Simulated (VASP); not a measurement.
Here is a VASP 6.6.1 calculation.

Contents of INCAR:

```
SYSTEM = Sc
PREC = Accurate ; ENCUT = 520
EDIFF = 1E-6 ; ISMEAR = -1
SIGMA = 0.1 ; LREAL = .False.
LASPH = .True. ; NELM = 80
ALGO = Normal ; ISIF = 2
LWAVE = .False. ; LCHARG = .False.
GGA = PS ; NBANDS = 12
```

KPOINTS

```
regular mesh
0
Gamma
  9 9 9
  0 0 0
```

POSCAR

```
Sc
1.0
    1.8159071428      1.8159071428      1.8159071428
   -1.8159071428      1.8159071428      1.8159071428
   -1.8159071428     -1.8159071428      1.8159071428
Sc
1
Direct
    0.0000000000      0.0000000000      0.0000000000
```

Potentials or basis: VASP PAW PBE potentials, release 64 (Sc_sv).

Command:

```bash
$ cat potpaw_PBE.64/Sc_sv/POTCAR > POTCAR
$ mpirun -np 1 vasp_std > vasp.out
```

**Question.** Estimate the pressure.

**Answer.** 0.0 GPa.

Caveat: the PAW data sets were made with another functional, which shifts forces and pressure a little.
